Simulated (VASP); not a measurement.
Input of a VASP 6.6.1 run:

File INCAR:

```
PREC = Accurate
ENCUT = 520
EDIFF = 1E-7
ISMEAR = 0
SIGMA = 0.1
LREAL = False
LASPH = True
NELM = 80
ALGO = Normal
ISIF = 2
LWAVE = False
LCHARG = False
GGA = PE
NBANDS = 24
```

File KPOINTS:

```
regular mesh
0
Gamma
  12 12 12
```

Contents of POSCAR:

```
Be2B3
1.0
    2.6837663049      1.5494731986      2.8864346433
   -2.6837663049      1.5494731986      2.8864346433
    0.0000000000     -3.0989463972      2.8864346433
Be B
4 6
Direct
    0.8794270091      0.8794270091      0.8794270091
    0.6205729909      0.6205729909      0.6205729909
    0.1205729909      0.1205729909      0.1205729909
    0.3794270091      0.3794270091      0.3794270091
    0.0539342472      0.4460657528      0.7500000000
    0.7500000000      0.0539342472      0.4460657528
    0.4460657528      0.7500000000      0.0539342472
    0.9460657528      0.5539342472      0.2500000000
    0.2500000000      0.9460657528      0.5539342472
    0.5539342472      0.2500000000      0.9460657528
```

Potentials or basis: VASP PAW PBE potentials, release 64 (Be, B).

Run with:

```console
$ cat potpaw_PBE.64/Be/POTCAR potpaw_PBE.64/B/POTCAR > POTCAR
$ mpirun -np 1 vasp_std > vasp.out
```

(1) What does it give for the pressure?

(2) Predict the band gap on the k mesh.

(3) What does it give for the largest force?

## Answers

(1) 0.1 GPa.

(2) zero (bands 13 and 14 overlap by 2.72 eV).

(3) 0.005 eV/Å.
